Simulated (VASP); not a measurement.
Set up this calculation in VASP 6.6.1, as the native input.

| Property | Result |
| --- | --- |
| Task | electric field gradients |
| Functional | LDA |
| Potentials or basis | VASP PAW LDA potentials, release 64 (Sb, Pt) |
| Cutoff | 520 eV |
| k mesh | 11 × 11 × 8 |
| Occupations | fermi-dirac, width 0.08 eV |
| Spin | no spin polarisation |
| Dipole correction | no |
| Further INCAR settings | ALGO = Normal; EDIFF = 1e-08; NBANDS = 23 |

The structure of SbPt lies in POSCAR:

```
SbPt
1.0
    4.1299978706      0.0000000000      0.0000000000
   -2.0649989353      3.5766830735      0.0000000000
    0.0000000000      0.0000000000      5.5267200000
Sb Pt
2 2
Direct
    0.3333333333      0.6666666667      0.2500000000
    0.6666666667      0.3333333333      0.7500000000
    0.0000000000      0.0000000000      0.0000000000
    0.0000000000      0.0000000000      0.5000000000
```

This cell differs from its parent crystal: zz strain of +1 %.

These files were run (other wordings do the same):

INCAR

```
PREC = Accurate
ENCUT = 520
EDIFF = 1E-8
ISMEAR = -1
SIGMA = 0.08
LREAL = F
LASPH = T
NELM = 100
ALGO = Normal
ISIF = 2
LWAVE = F
LCHARG = F
GGA = CA
LEFG = T
NBANDS = 23
```

KPOINTS

```
Automatic mesh
0
Gamma
  11 11 8
```

Potentials or basis: VASP PAW LDA potentials, release 64 (Sb, Pt).

Command:

```sh
$ cat potpaw_LDA.64/Sb/POTCAR potpaw_LDA.64/Pt/POTCAR > POTCAR
$ mpirun -np 1 vasp_std > vasp.out
```

Results of the run:

```
Pressure                                : -1.4 GPa
Band gap on the k mesh                  : zero (bands 15 and 16 overlap by 3.93 eV)
Largest electric field gradient by atom : Sb +17.2; Pt -107.0 V/Å²
```

Caveat: the cell differs from its parent crystal (zz strain of +1 %); without QUAD_EFG the Cq values of the log hold for a quadrupole moment of 1 mb, not for the nuclei; spin-orbit coupling is left out, which moves the levels of the heavy elements.

Run time: 91 s on 1 thread of Intel(R) Xeon(R) Platinum 8259CL CPU @ 2.50GHz (Skylake/Cascade Lake), on a shared host, peak memory 0.26 GiB.
